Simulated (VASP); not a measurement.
**Rb: single point with LDA**

The system is Rb.

```
Rb
1.0
     0.00000    3.39460    3.39460
     3.39460    0.00000    3.39460
     3.39460    3.39460    0.00000
Rb
1
Direct
  0.00000 0.00000 0.00000
```

This isn't the form of Rb at room conditions, which is bcc.

```yaml
Program: VASP 6.6.1
Task: single point
Functional: LDA
Potentials_or_basis: VASP PAW LDA potentials, release 64 (Rb_sv)
Cutoff: 520 eV
k_mesh: 9 × 9 × 9
Occupations: fermi-dirac, width 0.136057 eV
Spin: no spin polarisation
```

| Item | Value |
| --- | --- |
| Pressure | 0.0 GPa |
| Band gap on the k mesh | zero (an odd number of electrons rules out a gap without spin polarisation) |

Levels at points of the mesh, in eV from the Fermi level:
```tsv
k point	band 1	band 2	band 3	band 4	band 5	band 6	band 7	band 8	band 9	band 10
(0.00, 0.00, 0.00)	-28.71	-12.80	-12.80	-12.80	-2.19	3.64	3.64	3.64	5.11	5.11
```

Wall time 18 s on 1 thread of Intel Xeon 8259CL (shared host), peak memory 0.18 GiB.
